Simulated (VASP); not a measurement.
Write the native input for VASP 6.6.1 that does the following.

* Task: relaxation of cell and atoms
* Functional: PBE
* Potentials or basis: VASP PAW PBE potentials, release 64 (P, As)
* Cutoff: 600 eV
* k mesh: 6 × 6 × 2
* Occupations: gaussian, width 0.1 eV
* Spin: no spin polarisation
* Dipole correction: no
* Further INCAR settings: ALGO = Normal; EDIFF = 1e-07; IBRION = 2; EDIFFG = -0.04; NSW = 90; ISIF = 3

The structure of AsP2 lies in POSCAR:

```
AsP2
1.0
    3.4521497300      0.0000000000      0.0000000000
   -1.7260748700      2.9896493700      0.0000000000
    0.0000000000      0.0000000000      8.7870091200
P As
4 2
Direct
    0.6666666700      0.3333333300      0.3797952800
    0.3333333300      0.6666666700      0.6202047200
    0.3333333300      0.6666666700      0.8797952800
    0.6666666700      0.3333333300      0.1202047200
    0.0000000000      0.0000000000      0.5000000000
    0.0000000000      0.0000000000      0.0000000000
```

The cell was generated, and may not be a known phase.

One way to write it, as run:

INCAR

```
PREC = Accurate ; ENCUT = 600
EDIFF = 1E-7 ; ISMEAR = 0
SIGMA = 0.1 ; LREAL = False
LASPH = True ; NELM = 80
ALGO = Normal ; ISIF = 3
LWAVE = False ; LCHARG = False
GGA = PE ; IBRION = 2
NSW = 90 ; EDIFFG = -0.04
```

KPOINTS

```
Automatic mesh
0
Gamma
  6 6 2
```

Potentials or basis: VASP PAW PBE potentials, release 64 (P, As).

Run with:

```bash
$ cat potpaw_PBE.64/P/POTCAR potpaw_PBE.64/As/POTCAR > POTCAR
$ mpirun -np 1 vasp_std > vasp.out
```

Results of the run:

| Item | Value |
| --- | --- |
| Relaxed volume | 20.78 Å³/atom |
| Relaxed cell | a = 3.925 Å, b = 3.925 Å, c = 9.345 Å, α = 90.00°, β = 90.00°, γ = 120.00° |
| Space group after relaxing (to 0.1 Å) | P6_3/mmc (No. 194) |
| Energy gained by relaxing | 822.1 meV/atom |
| Ionic steps | 7 |
| Pressure after relaxing | 0.0 GPa |
| Largest force after relaxing | 0.015 eV/Å |
| Band gap on the k mesh | zero (bands 15 and 16 overlap by 1.75 eV) |

Caveat: the volume moved by over 15 % at a fixed basis, so the end points are rough.

Run time: 2.9 min on 1 thread of Oxide Virtual Turin-like Processor, on a shared host, peak memory 0.2 GiB.
